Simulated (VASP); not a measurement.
A run of VASP 6.6.1:

Contents of INCAR:

```
SYSTEM = WS2
ALGO     = Normal         ! electronic algorithm
EDIFF    = 1E-8           ! SCF threshold, eV
ENCUT    = 400            ! plane-wave cutoff, eV
GGA      = CA             ! functional
GGA_COMPAT= .False.      
ISIF     = 2              ! what is computed and relaxed
ISMEAR   = 0              ! smearing method
LASPH    = .True.         ! aspherical terms in the spheres
LCHARG   = .False.        ! write CHGCAR
LDAU     = .True.         ! DFT+U
LDAUJ    = 0 0          
LDAUL    = 2 -1           ! shell
LDAUPRINT= 1            
LDAUTYPE = 2            
LDAUU    = 3 0            ! U, eV
LEPSILON = .True.         ! dielectric tensor by DFPT
LMAXMIX  = 4              ! l up to which the mixer works
LREAL    = .False.        ! projectors in reciprocal space
LWAVE    = .False.        ! write WAVECAR
NELM     = 200            ! most SCF steps
PREC     = Accurate       ! precision mode
SIGMA    = 0.01           ! smearing width, eV
```

Contents of KPOINTS:

```
k-points
0
Gamma
  10 10 10
  0 0 0
```

Contents of POSCAR:

```
WS2
1.0
    1.5790000000      0.9116360751      6.1633333333
   -1.5790000000      0.9116360751      6.1633333333
    0.0000000000     -1.8232721501      6.1633333333
W S
1 2
Direct
    0.0000000000      0.0000000000      0.0000000000
    0.4190000000      0.4190000000      0.4190000000
    0.2497000000      0.2497000000      0.2497000000
```

Potentials or basis: VASP PAW LDA potentials, release 64 (W_sv, S).

The run is started by

```sh
$ cat potpaw_LDA.64/W_sv/POTCAR potpaw_LDA.64/S/POTCAR > POTCAR
$ mpirun -np 1 vasp_std > vasp.out
```

Hardware: 1 thread of AMD EPYC 9R45 96-Core Processor (Zen 5), on a shared host.

Problem. Estimate the wall time of this run.

Solution. Wall time 37 min on 1 thread of AMD EPYC 9R45 96-Core Processor (Zen 5), on a shared host, peak memory 0.75 GiB. Counts: scf iterations 144, k points 116.
